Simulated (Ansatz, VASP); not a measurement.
# Two plane-wave programs on SnC3

```
C Sn
1.0
     2.97889    0.00000    0.00000
     0.00000    2.97889    0.00000
     0.00000    0.00000    4.64352
C Sn
3 1
Direct
  0.50000 0.00000 0.82036
  0.50000 0.50000 0.00000
  0.00000 0.50000 0.17964
  0.00000 0.00000 0.50000
```

Alike in both runs: task single point; functional PBEsol; k mesh 2 × 2 × 2; no spin polarisation.

```csv
,VASP,Ansatz
version,VASP 6.6.1,Ansatz 0.2.0
potentials or method,"VASP PAW PBE potentials, release 64 (C, Sn_d)",plane waves
plane-wave cutoff (eV),520,420
occupations,"gaussian, width 0.01 eV",fixed
valence electrons in the cell,26,26
```

```tsv
	VASP	Ansatz	Ansatz less VASP
gap on the k mesh at the Fermi level (eV)	0.15	0.14	-0.002
pressure (GPa)	-2.8	-2.9	-0.10
traceless stress, the component that is largest in VASP (GPa)	-7.67	-7.53	+0.145
rms of the force components (eV/Å)	0.521	0.527	+0.0056
```

VASP's potentials were made for PBE, not for PBEsol. Atom by atom the forces differ by 0.006 eV/Å (rms over components).

The k mesh is coarse, so the values compare programs but aren't converged.
